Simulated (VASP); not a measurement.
# RbCl (Fm-3m) in VASP: notebook, part 2 of 2

VASP 6.6.1.

### 5 Relaxation of cell and atoms, LDA, target pressure 6 GPa, at which the enthalpy is minimised

INCAR reads:

```
PREC = Accurate
ENCUT = 500
EDIFF = 1E-7
ISMEAR = 0
SIGMA = 0.01
LREAL = F
LASPH = T
NELM = 120
ALGO = Normal
ISIF = 3
LWAVE = F
LCHARG = F
IBRION = 2
NSW = 80
EDIFFG = -0.001
PSTRESS = 60.0
GGA_COMPAT = F
NELMIN = 4
```

KPOINTS reads:

```
Automatic mesh
0
Gamma
  8 8 8
```

POSCAR reads:

```
RbCl
1.0
    0.0000000000      3.0079028723      3.0079028723
    3.0079028723      0.0000000000      3.0079028723
    3.0079028723      3.0079028723      0.0000000000
Rb Cl
1 1
Direct
    0.0000000000      0.0000000000      0.0000000000
    0.5000000000      0.5000000000      0.5000000000
```

Potentials or basis: VASP PAW LDA potentials, release 64 (Rb_sv, Cl).

Started as:

```console
cat potpaw_LDA.64/Rb_sv/POTCAR potpaw_LDA.64/Cl/POTCAR > POTCAR
mpirun -np 1 vasp_std > vasp.out
```

OUTCAR:

```text
PREC = Accurate
   ENCUT = 500
   EDIFF = 1E-7
   ISMEAR = 0
   LREAL = F
   LASPH = T
   NELM = 120
   ISIF = 3
   IBRION = 2
   NSW = 80
   EDIFFG = -0.001
   PSTRESS = 60.0
   NELMIN = 4

 ion  position               nearest neighbor table
   1  0.000  0.000  0.000-   2 3.01   2 3.01   2 3.01   2 3.01   2 3.01   2 3.01
   2  0.500  0.500  0.500-   1 3.01   1 3.01   1 3.01   1 3.01   1 3.01   1 3.01

  LATTYP: Found a face centered cubic cell.
 ALAT       =     6.0158057446

  Lattice vectors:

 A1 = (   0.0000000000,   3.0079028723,   3.0079028723)
 A2 = (   3.0079028723,   0.0000000000,   3.0079028723)
 A3 = (   3.0079028723,   3.0079028723,   0.0000000000)

Analysis of symmetry for initial positions (statically):
=====================================================================
 Subroutine PRICEL returns:
 Original cell was already a primitive cell.

 Routine SETGRP: Setting up the symmetry group for a
 face centered cubic supercell.

 Subroutine GETGRP returns: Found 48 space group operations
 (whereof 48 operations were pure point group operations)
 out of a pool of 48 trial point group operations.

The static configuration has the point symmetry O_h .

Analysis of symmetry for dynamics (positions and initial velocities):
=====================================================================
 Subroutine PRICEL returns:
 Original cell was already a primitive cell.

 Routine SETGRP: Setting up the symmetry group for a
 face centered cubic supercell.

 Subroutine GETGRP returns: Found 48 space group operations
 (whereof 48 operations were pure point group operations)
 out of a pool of 48 trial point group operations.

The dynamic configuration has the point symmetry O_h .

 Subroutine INISYM returns: Found 48 space group operations
 (whereof 48 operations are pure point group operations),
 and found     1 'primitive' translations

[... 130 lines left out ...]
 maximum number of plane-waves:      1411
   NGX = 15   NGY = 15   NGZ = 15

--------------------------------------- Ionic step        1  -------------------------------------------

 number of electron      15.9999998 magnetization

 Free energy of the ion-electron system (eV)
  ---------------------------------------------------
  ext. energy  EPLUGINS =         0.00000000
  ---------------------------------------------------
  free energy    TOTEN  =        -7.09664160 eV

  energy without entropy =       -7.09664160  energy(sigma->0) =       -7.09664160

------------------------ aborting loop because EDIFF is reached ----------------------------------------

  FORCE on cell =-STRESS in cart. coord.  units (eV):
  Direction    XX          YY          ZZ          XY          YZ          ZX
  --------------------------------------------------------------------------------------
  -------------------------------------------------------------------------------------
  Total        2.0771557      2.0771557      2.0771557      0.0000000      0.0000000      0.0000000
  in kB       61.1446139     61.1446139     61.1446139      0.0000000      0.0000000      0.0000000
  external PRESSURE =       1.1446139 kB  Pullay stress =      60.0000000 kB
[... 63 lines left out ...]
--------------------------------------- Ionic step        3  -------------------------------------------

 number of electron      15.9999998 magnetization

 Free energy of the ion-electron system (eV)
  ---------------------------------------------------
  ext. energy  EPLUGINS =         0.00000000
  ---------------------------------------------------
  free energy    TOTEN  =        -7.10127100 eV

  energy without entropy =       -7.10127100  energy(sigma->0) =       -7.10127100

 E-fermi :  -0.8365     XC(G=0):  -9.0319

 val. band max:       -0.8781648050   @ k =   0.0000   0.0000   0.0000
 cond. band min:       4.5591072613   @ k =   0.5000   0.5000   0.0000
 fundamental gap:      5.4372720663
 Fermi energy:        -0.8365367568

 k-point     1 :       0.0000    0.0000    0.0000
  band No.  band energies     occupation
      1     -24.1902      2.00000
      2     -13.0926      2.00000
      3      -8.2885      2.00000
      4      -8.2885      2.00000
      5      -8.2885      2.00000
      6      -0.8782      2.00000
      7      -0.8782      2.00000
      8      -0.8782      2.00000
      9       4.6225      0.00000
     10       6.8319      0.00000
     11       6.8319      0.00000
     12       6.8319      0.00000
[... 331 lines left out ...]
 k-point    24 :      -0.3750    0.2500    0.1250
  band No.  band energies     occupation
      1     -24.1149      2.00000
      2     -13.2417      2.00000
      3      -8.5631      2.00000
      4      -8.5060      2.00000
      5      -8.2109      2.00000
      6      -1.9250      2.00000
      7      -1.3868      2.00000
      8      -1.3007      2.00000
      9       6.9954      0.00000
     10       7.1826      0.00000
     11       9.7911      0.00000
     12       9.9406      0.00000

 [... further k-points ...]

------------------------ aborting loop because EDIFF is reached ----------------------------------------

  FORCE on cell =-STRESS in cart. coord.  units (eV):
  Direction    XX          YY          ZZ          XY          YZ          ZX
  --------------------------------------------------------------------------------------
  -------------------------------------------------------------------------------------
  Total        2.0438385      2.0438385      2.0438385     -0.0000000     -0.0000000      0.0000000
  in kB       60.0288126     60.0288126     60.0288126     -0.0000000     -0.0000000      0.0000000
  external PRESSURE =       0.0288126 kB  Pullay stress =      60.0000000 kB
[... 21 lines left out ...]
  energy  without entropy=       -7.1012709992  energy(sigma->0) =       -7.10127100

  enthalpy is  TOTEN    =        -5.0584134969 eV   P V=        2.0428575023

 reached required accuracy - stopping structural energy minimisation
```

OSZICAR:

```text
N       E                     dE             d eps       ncg     rms          rms(c)
DAV:   1     0.858398964495E+02    0.85840E+02   -0.73592E+03   696   0.118E+03
[... 20 lines left out ...]
   2 F= -.50584110E+01 E0= -.50584110E+01  d E =-.411289E-04
       N       E                     dE             d eps       ncg     rms          rms(c)
DAV:   1    -0.710130020059E+01    0.11232E-02   -0.59360E-04   764   0.186E-01    0.321E-02
DAV:   2    -0.710127629280E+01    0.23908E-04   -0.52750E-05   812   0.534E-02    0.123E-02
DAV:   3    -0.710127095308E+01    0.53397E-05   -0.15423E-05   912   0.270E-02    0.518E-03
DAV:   4    -0.710127096272E+01   -0.96420E-08   -0.13847E-06  1072   0.672E-03    0.219E-03
DAV:   5    -0.710127099924E+01   -0.36520E-07   -0.76949E-08   576   0.245E-03
   3 F= -.50584135E+01 E0= -.50584135E+01  d E =-.436648E-04
```

CONTCAR:

```text
RbCl
   1.00000000000000
     0.0000000000000000    3.0101569249019251    3.0101569249019251
     3.0101569249019251    0.0000000000000000    3.0101569249019251
     3.0101569249019251    3.0101569249019251    0.0000000000000000
  Rb              Cl
     1     1
Direct
     0.0000000000000000    0.0000000000000000    0.0000000000000000
     0.5000000000000000    0.5000000000000000    0.5000000000000000

  0.00000000E+00  0.00000000E+00  0.00000000E+00
  0.00000000E+00  0.00000000E+00  0.00000000E+00
```

It took 44 s on 1 thread of Intel Xeon 8259CL, shared host; peak memory 0.16 GiB.

Results:

| Property | Result |
| --- | --- |
| Free energy | -7.1013 eV |
| Relaxed volume | 27.28 Å³/atom |
| Relaxed cell | a = 4.257 Å, b = 4.257 Å, c = 4.257 Å, α = 60.00°, β = 60.00°, γ = 60.00° |
| Space group after relaxing (to 0.1 Å) | Fm-3m (No. 225) |
| Energy change on relaxing (the run minimises the enthalpy) | -2.3 meV/atom |
| Ionic steps | 3 |
| Pressure after relaxing | 6.0 GPa |
| Band gap on the k mesh | 5.44 eV (least direct gap 5.47 eV) |

Step by step:
| step | energy change (eV) | largest force (eV/Å) | pressure (GPa) | volume (Å³) |
| --- | --- | --- | --- | --- |
| 1 | 0.0000 | 0.0000 | 6.11 | 54.43 |
| 2 | -0.0058 | 0.0000 | 5.97 | 54.58 |
| 3 | -0.0046 | 0.0000 | 6.00 | 54.55 |

Final structure:
```xyz
2
Lattice="0.0000 3.0102 3.0102 3.0102 0.0000 3.0102 3.0102 3.0102 0.0000" Properties=species:S:1:pos:R:3 pbc="T T T"
Rb    0.0000    0.0000    0.0000
Cl    3.0102    3.0102    3.0102
```

Levels at points of the mesh, in eV from the valence-band top:
| k point | band 6 | band 7 | band 8 | band 9 | band 10 | band 11 |
| --- | --- | --- | --- | --- | --- | --- |
| (0.00, 0.00, 0.00) | 0.00 | 0.00 | 0.00 | 5.50 | 7.71 | 7.71 |
| (0.50, 0.00, 0.00) | -1.44 | -0.70 | -0.70 | 8.21 | 8.55 | 10.83 |
| (0.50, 0.50, 0.00) | -0.18 | -0.03 | -0.03 | 5.44 | 9.03 | 10.42 |

Caveat: the cell is relaxed towards a set pressure, so the run minimises the enthalpy, not the energy.

### 6 The runs side by side

```tsv
task	cell	k mesh	gap on the mesh (eV)	pressure (GPa)
single point	a = 4.254 Å, angles 60.0°, 2 atoms	8 × 8 × 8	5.43	6.1
relaxation of cell and atoms	relaxed from a = 4.509 Å, angles 60.0°, 2 atoms	6 × 6 × 6	4.85	0.0
relaxation of cell and atoms	relaxed to 6 GPa from a = 4.509 Å, angles 60.0°, 2 atoms	6 × 6 × 6	5.44	6.0
relaxation of cell and atoms	relaxed to 6 GPa from a = 4.254 Å, angles 60.0°, 2 atoms	8 × 8 × 8	5.44	6.0
```

Alike in all rows: level LDA; potentials or basis VASP PAW LDA potentials, release 64 (Rb_sv, Cl); no spin polarisation; cutoff (eV) 500; smearing gaussian 0.01 eV.

Caveats: the cell is relaxed towards a set pressure, so the run minimises the enthalpy, not the energy (at least some runs); the cell stands under pressure (at least some runs); the volume moved by over 15 % at a fixed basis, so the end points are rough (at least some runs).

Total energies depend on the potentials used, so only differences within one code and one set of settings carry meaning.
